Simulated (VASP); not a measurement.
# SrFe3 in VASP: further runs

SrFe3 is run at these levels: PBEsol; tasks: single point.

Everything below comes from runs of VASP 6.6.1. Logs are shortened: lines on timing, memory, paths and dates and some standing lists are left out, and cuts for length are marked.

## Step 1: The cell of the first run

The structure is cubic, space group Pm-3m (No. 221). The conventional cell has a = 4.141 Å, b = 4.141 Å, c = 4.141 Å, α = 90.00°, β = 90.00°, γ = 90.00°. Within 3.9 Å of Sr (site symmetry m-3m) lie 12 Fe at 2.93 Å. Within 3.9 Å of Fe (site symmetry 4/mmm) lie 4 Sr at 2.93 Å and 8 Fe at 2.93 Å.

## Step 2: Single point, PBEsol, collinear spin, ferromagnetic start (17.75 Å³/atom)

INCAR reads:

```
PREC     = Accurate       # precision mode
ENCUT    = 520            # plane-wave cutoff, eV
EDIFF    = 1E-7           # SCF threshold, eV
ISMEAR   = 0              # smearing method
SIGMA    = 0.05           # smearing width, eV
LREAL    = False          # projectors in reciprocal space
LASPH    = True           # aspherical terms in the spheres
NELM     = 150            # most SCF steps
ALGO     = Normal         # electronic algorithm
ISIF     = 2              # what is computed and relaxed
LWAVE    = False          # write WAVECAR
LCHARG   = True           # write CHGCAR
ISPIN    = 2              # spin polarisation
MAGMOM   = 0 2.98 2.98 2.98 # initial moments
LORBIT   = 11             # projections on sites
LMAXMIX  = 4              # l up to which the mixer works
GGA      = PS             # functional
LELF     = True           # ELF
LVHAR    = True         
NBANDS   = 29             # bands
```

KPOINTS reads:

```
Automatic mesh
0
Gamma
  8 8 8
```

POSCAR reads:

```
SrFe3
1.0
    4.1411954389      0.0000000000      0.0000000000
    0.0000000000      4.1411954389      0.0000000000
    0.0000000000      0.0000000000      4.1411954389
Sr Fe
1 3
Direct
    0.0000000000      0.0000000000      0.0000000000
    0.0000000000      0.5000000000      0.5000000000
    0.5000000000      0.5000000000      0.0000000000
    0.5000000000      0.0000000000      0.5000000000
```

Potentials or basis: VASP PAW PBE potentials, release 64 (Sr_sv, Fe).

Run with:

```
$ cat potpaw_PBE.64/Sr_sv/POTCAR potpaw_PBE.64/Fe/POTCAR > POTCAR
$ mpirun -np 1 vasp_std > vasp.out
```

OUTCAR:

```text
PREC = Accurate
   ENCUT = 520
   EDIFF = 1E-7
   ISMEAR = 0
   LREAL = False
   LASPH = True
   NELM = 150
   ISIF = 2
   ISPIN = 2
   LORBIT = 11
   GGA = PS

 ion  position               nearest neighbor table
   1  0.000  0.000  0.000-   2 2.93   3 2.93   4 2.93   2 2.93   4 2.93   2 2.93   3 2.93   2 2.93
                             3 2.93   4 2.93   4 2.93   3 2.93
   2  0.000  0.500  0.500-   1 2.93   3 2.93   4 2.93   1 2.93   3 2.93   1 2.93   4 2.93   1 2.93
                             3 2.93   4 2.93   3 2.93   4 2.93
   3  0.500  0.500  0.000-   1 2.93   2 2.93   4 2.93   2 2.93   4 2.93   1 2.93   4 2.93   4 2.93
                             1 2.93   2 2.93   2 2.93   1 2.93
   4  0.500  0.000  0.500-   1 2.93   2 2.93   3 2.93   1 2.93   3 2.93   2 2.93   3 2.93   3 2.93
                             1 2.93   2 2.93   1 2.93   2 2.93

  LATTYP: Found a simple cubic cell.
 ALAT       =     4.1411954389

  Lattice vectors:

 A1 = (   4.1411954389,   0.0000000000,   0.0000000000)
 A2 = (   0.0000000000,   4.1411954389,   0.0000000000)
 A3 = (   0.0000000000,   0.0000000000,   4.1411954389)

Analysis of symmetry for initial positions (statically):
=====================================================================
 Subroutine PRICEL returns:
 Original cell was already a primitive cell.

 Routine SETGRP: Setting up the symmetry group for a
 simple cubic supercell.

 Subroutine GETGRP returns: Found 48 space group operations
 (whereof 48 operations were pure point group operations)
 out of a pool of 48 trial point group operations.

The static configuration has the point symmetry O_h .

Analysis of symmetry for dynamics (positions and initial velocities):
=====================================================================
 Subroutine PRICEL returns:
 Original cell was already a primitive cell.

 Routine SETGRP: Setting up the symmetry group for a
 simple cubic supercell.

 Subroutine GETGRP returns: Found 48 space group operations
 (whereof 48 operations were pure point group operations)
 out of a pool of 48 trial point group operations.

The dynamic configuration has the point symmetry O_h .

Analysis of structural, dynamic, and magnetic symmetry:
=====================================================================
 Subroutine PRICEL returns:
 Original cell was already a primitive cell.

 Routine SETGRP: Setting up the symmetry group for a
 simple cubic supercell.

 Subroutine GETGRP returns: Found 48 space group operations
 (whereof 48 operations were pure point group operations)
 out of a pool of 48 trial point group operations.

The overall configuration has the point symmetry O_h .

 Subroutine INISYM returns: Found 48 space group operations
 (whereof 48 operations are pure point group operations),
 and found     1 'primitive' translations

----------------------------------------------------------------------------------------

                                     Primitive cell

  volume of cell :      71.0194

  direct lattice vectors                    reciprocal lattice vectors
     4.141195439  0.000000000  0.000000000     0.241476167  0.000000000  0.000000000
     0.000000000  4.141195439  0.000000000     0.000000000  0.241476167  0.000000000
     0.000000000  0.000000000  4.141195439     0.000000000  0.000000000  0.241476167

  length of vectors
     4.141195439  4.141195439  4.141195439     0.241476167  0.241476167  0.241476167

  position of ions in fractional coordinates (direct lattice)
     0.000000000  0.000000000  0.000000000
     0.000000000  0.500000000  0.500000000
     0.500000000  0.500000000  0.000000000
     0.500000000  0.000000000  0.500000000

  ion indices of the primitive-cell ions
   primitive index   ion index
                 1           1
                 2           2
                 3           3
                 4           4

----------------------------------------------------------------------------------------

 KPOINTS: Automatic mesh

Automatic generation of k-mesh.
 Grid dimensions read from file:
 generate k-points for:    8    8    8

 Generating k-lattice:

  Cartesian coordinates                     Fractional coordinates (reciprocal lattice)
     0.030184521  0.000000000  0.000000000     0.125000000  0.000000000  0.000000000
     0.000000000  0.030184521  0.000000000     0.000000000  0.125000000  0.000000000
     0.000000000  0.000000000  0.030184521     0.000000000  0.000000000  0.125000000

  Length of vectors
     0.030184521  0.030184521  0.030184521

  Shift w.r.t. Gamma in fractional coordinates (k-lattice)
     0.000000000  0.000000000  0.000000000

 Subroutine IBZKPT returns following result:
 ===========================================

 Found     35 irreducible k-points:

 Following reciprocal coordinates:
            Coordinates               Weight
  0.000000  0.000000  0.000000      1.000000
  0.125000  0.000000  0.000000      6.000000
  0.250000  0.000000  0.000000      6.000000
  0.375000  0.000000  0.000000      6.000000
  0.500000  0.000000  0.000000      3.000000
  0.125000  0.125000  0.000000     12.000000
[... 16 lines left out ...]
  0.375000  0.375000  0.125000     24.000000
  0.500000  0.375000  0.125000     24.000000
 [... further k-points ...]
   k-points           NKPTS =     35   k-points in BZ     NKDIM =     35   number of bands    NBANDS=     29
   number of dos      NEDOS =    301   number of ions     NIONS =      4
   total plane-waves  NPLWV =  32768
   dimension x,y,z NGX =    32 NGY =   32 NGZ =   32
   dimension x,y,z NGXF=    64 NGYF=   64 NGZF=   64
   ions per type =               1   3
   NGX,Y,Z   is equivalent  to a cutoff of  12.85, 12.85, 12.85 a.u.
   NGXF,Y,Z  is equivalent  to a cutoff of  25.69, 25.69, 25.69 a.u.
 SYSTEM =  unknown system
   PREC   = accura    normal or accurate (medium, high low for compatibility)
   ISTART =      0    job   : 0-new  1-cont  2-samecut
   ICHARG =      2    charge: 1-file 2-atom 10-const
   ISPIN  =      2    spin polarized calculation?
   LNONCOLLINEAR =      F non collinear calculations
   LSORBIT =      F    spin-orbit coupling
   LASPH  =      T    aspherical Exc in radial PAW
   ENCUT  =  520.0 eV  38.22 Ry    6.18 a.u.   7.70  7.70  7.70*2*pi/ulx,y,z
   NELM   =    150;   NELMIN=  2; NELMDL= -5     # of ELM steps
   EDIFF  = 0.1E-06   stopping-criterion for ELM
   LREAL  =      F    real-space projection
   EDIFFG = 0.1E-05   stopping-criterion for IOM
   NSW    =      0    number of steps for IOM
   IBRION =     -1    ionic relax: 0-MD 1-quasi-New 2-CG
   NFREE  =      0    steps in history (QN), initial steepest desc. (CG)
   ISIF   =      2    stress and relaxation
   ISYM   =      2    0-nonsym 1-usesym 2-fastsym
   POTIM  = 0.5000    time-step for ionic-motion
   TEBEG  =    0.0;   TEEND  =   0.0 temperature during run
   PSTRESS=    0.0 pullay stress
   NELECT =      34.0000    total number of electrons
   NUPDOWN=      -1.0000    fix difference up-down
   EMIN   =  10.00;   EMAX   =-10.00  energy-range for DOS
   EFERMI =   0.00;   METHOD = LEGACY
   ISMEAR =     0;   SIGMA  =   0.05  broadening in eV -4-tet -1-fermi 0-gaus
   EFERMI_NEDOS =   21; number of points for ismear=-14 and -15
   IALGO  =     38    algorithm
   IMIX   =      4    mixing-type and parameters
     AMIX     =   0.40;   BMIX     =  1.00
     AMIX_MAG =   1.60;   BMIX_MAG =  1.00
  volume/ion in A,a.u.               =      17.75       119.82
  Fermi-wavevector in a.u.,A,eV,Ry     =   1.280684  2.420142 22.315626  1.640152
  Thomas-Fermi vector in A             =   2.413098
   LORBIT       =     11    0 simple, 1 ext, 2 COOP (PROOUT), +10 PAW based schemes
   GGA     = PS    functional components
   LHFCALC =     F    Hartree Fock is set to
   AEXX    =    0.0000 exact exchange contribution
   IVDW    =     0    specifies the selected vdW correction
   LEPSILON=     F    determine dielectric tensor
   LRPA    =     F    only Hartree local field effects (RPA)
 spin polarized calculation
 Gauss-broadening in eV      SIGMA  =   0.05
  energy-cutoff  :      520.00
  volume of cell :       71.02
 maximum number of plane-waves:      1936
 NGX is ok and might be reduce to    32
   NGX = 15   NGY = 15   NGZ = 15

 number of electron      33.9999991 magnetization       7.7048572

 Free energy of the ion-electron system (eV)
  ---------------------------------------------------
  ext. energy  EPLUGINS =         0.00000000
  ---------------------------------------------------
  free energy    TOTEN  =       -24.50877411 eV

  energy without entropy =      -24.50171314  energy(sigma->0) =      -24.50524363

 E-fermi :   3.8079     XC(G=0): -11.1911

 val. band max:        3.8069946959   @ k =   0.2500   0.2500   0.1250
 cond. band min:       3.8144522180   @ k =   0.5000   0.2500   0.2500
 fundamental gap:      0.0074575221
 Fermi energy:         3.8078553290

 spin component 1

 k-point     1 :       0.0000    0.0000    0.0000
  band No.  band energies     occupation
      1     -30.1255      1.00000
      2     -12.3319      1.00000
      3     -12.3319      1.00000
      4     -12.3319      1.00000
      5      -2.5187      1.00000
      6      -0.0202      1.00000
[... 757 lines left out ...]
     28      10.7134      0.00000
     29      12.5017      0.00000

 [... further k-points ...]

 spin component 2

 k-point     1 :       0.0000    0.0000    0.0000
  band No.  band energies     occupation
      1     -30.1788      1.00000
      2     -12.4034      1.00000
      3     -12.4034      1.00000
      4     -12.4034      1.00000
      5      -2.2691      1.00000
      6       1.3066      1.00000
[... 757 lines left out ...]
     28      11.1147      0.00000
     29      13.0375      0.00000

 [... further k-points ...]
[... 5 lines left out ...]
  --------------------------------------------------------------------------------------
  -------------------------------------------------------------------------------------
  Total       -2.8251593     -2.8251593     -2.8251593      0.0000000      0.0000000      0.0000000
  in kB      -63.7347574    -63.7347574    -63.7347574      0.0000000      0.0000000      0.0000000
  external PRESSURE =     -63.7347574 kB  Pullay stress =       0.0000000 kB

 VOLUME and BASIS-vectors are now :
 -----------------------------------------------------------------------------
  energy-cutoff  :      520.00
  volume of cell :       71.02
      direct lattice vectors                 reciprocal lattice vectors
     4.141195439  0.000000000  0.000000000     0.241476167  0.000000000  0.000000000
     0.000000000  4.141195439  0.000000000     0.000000000  0.241476167  0.000000000
     0.000000000  0.000000000  4.141195439     0.000000000  0.000000000  0.241476167

 POSITION                                       TOTAL-FORCE (eV/Angst)
 -----------------------------------------------------------------------------------
      0.00000      0.00000      0.00000         0.000000      0.000000      0.000000
      0.00000      2.07060      2.07060         0.000000      0.000000      0.000000
      2.07060      2.07060      0.00000         0.000000      0.000000      0.000000
      2.07060      0.00000      2.07060         0.000000      0.000000      0.000000
 -----------------------------------------------------------------------------------
    total drift:                                0.000000     -0.000000     -0.000000

  FREE ENERGIE OF THE ION-ELECTRON SYSTEM (eV)
  ---------------------------------------------------
  free  energy   TOTEN  =       -24.5087741141 eV

  energy  without entropy=      -24.5017131408  energy(sigma->0) =      -24.50524363

 total charge

# of ion       s       p       d       tot
------------------------------------------
    1        2.078   5.725   0.434   8.237
    2        0.418   0.272   6.142   6.832
    3        0.418   0.272   6.142   6.832
    4        0.418   0.272   6.142   6.832
--------------------------------------------------
tot          3.333   6.541  18.861  28.734

 magnetization (x)

# of ion       s       p       d       tot
------------------------------------------
    1       -0.009  -0.009  -0.077  -0.094
    2       -0.002  -0.016   2.650   2.632
    3       -0.002  -0.016   2.650   2.632
    4       -0.002  -0.016   2.650   2.632
--------------------------------------------------
tot         -0.016  -0.057   7.874   7.801
```

It took 2.5 min on 1 thread of Intel Xeon Platinum 8488C (Sapphire Rapids), shared host; peak memory 0.27 GiB.

Results:

- Free energy: -24.5088 eV
- Pressure: -6.4 GPa
- Net moment: 7.70 μB per cell
- Site moments: Sr -0.09; Fe +2.63 μB
- Valence electrons inside the program's atomic spheres: Sr 8.24; Fe 6.83

Caveat: the cell stands under tension; the PAW data sets were made with another functional, which shifts forces and pressure a little.

[end of part 1 of 2]
